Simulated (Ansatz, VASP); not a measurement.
## C in VASP and in Ansatz

The input INCAR:

```
PREC = Accurate
ENCUT = 520
EDIFF = 1E-7
ISMEAR = 0
SIGMA = 0.05
LREAL = False
LASPH = True
NELM = 100
ALGO = Normal
ISIF = 2
LWAVE = False
LCHARG = True
GGA = CA
LELF = True
LVHAR = True
NBANDS = 36
```

Contents of KPOINTS:

```
Automatic mesh
0
Gamma
  12 12 2
```

The input POSCAR:

```
C
1.0
    2.3758000000      0.0000000000      0.0000000000
   -1.1879000000      2.0575031543      0.0000000000
    0.0000000000      0.0000000000     12.9064000000
C
12
Direct
    0.0000000000      0.0000000000      0.1868599868
    0.0000000000      0.0000000000      0.6868599868
    0.0000000000      0.0000000000      0.3131400132
    0.0000000000      0.0000000000      0.8131400132
    0.3333333333      0.6666666667      0.5207718743
    0.6666666667      0.3333333333      0.0207718743
    0.3333333333      0.6666666667      0.9792281257
    0.6666666667      0.3333333333      0.4792281257
    0.3333333333      0.6666666667      0.6450609412
    0.6666666667      0.3333333333      0.1450609412
    0.3333333333      0.6666666667      0.8549390588
    0.6666666667      0.3333333333      0.3549390588
```

Input for Ansatz:

```yaml
crystal:
  lattice:
    - [2.3758, 0.0, 0.0]
    - [-1.1879, 2.0575031543, 0.0]
    - [0.0, 0.0, 12.9064]
  atoms:
    - { symbol: C, position: [0.0, 0.0, 0.1868599868] }
    - { symbol: C, position: [0.0, 0.0, 0.6868599868] }
    - { symbol: C, position: [0.0, 0.0, 0.3131400132] }
    - { symbol: C, position: [0.0, 0.0, 0.8131400132] }
    - { symbol: C, position: [0.3333333333, 0.6666666667, 0.5207718743] }
    - { symbol: C, position: [0.6666666667, 0.3333333333, 0.0207718743] }
    - { symbol: C, position: [0.3333333333, 0.6666666667, 0.9792281257] }
    - { symbol: C, position: [0.6666666667, 0.3333333333, 0.4792281257] }
    - { symbol: C, position: [0.3333333333, 0.6666666667, 0.6450609412] }
    - { symbol: C, position: [0.6666666667, 0.3333333333, 0.1450609412] }
    - { symbol: C, position: [0.3333333333, 0.6666666667, 0.8549390588] }
    - { symbol: C, position: [0.6666666667, 0.3333333333, 0.3549390588] }
basis:
  ecutwfc: 520.0
kpoints:
  mp_grid: { grid: [12, 12, 2] }
hamiltonian:
  xc: lda
  pseudopotentials: { kind: paw, azcp: { folder: soft_1 } }
scf:
  occupations: { method: gaussian, width: 0.05 }
output:
  forces: true
  stress: true
  eigenvalues: true
```

Alike in both runs: task single point; functional LDA; k mesh 12 × 12 × 2; occupations gaussian, width 0.05 eV; no spin polarisation.

|  | VASP | Ansatz |
| --- | --- | --- |
| version | VASP 6.6.1 | Ansatz 0.2.0 |
| potentials or method | VASP PAW LDA potentials, release 64 (C), cutoff 520 eV | scalar-relativistic, plane waves, PAW |
| valence electrons in the cell | 48 | 48 |

Ansatz gave:

- gap on the k mesh at the Fermi level (eV): 2.98
- least direct gap on the mesh (eV): 2.98
- rms of the force components (eV/Å): 0.103

Which values does VASP return?

gap on the k mesh at the Fermi level (eV): 2.98; least direct gap on the mesh (eV): 2.98; rms of the force components (eV/Å): 0.123.

Ansatz warns that its potentials were made for another functional, while VASP's fit it. LDA's correlation is that of Perdew and Zunger in VASP and of Perdew and Wang (1992) in Ansatz. Atom by atom the forces differ by 0.021 eV/Å (rms over components).
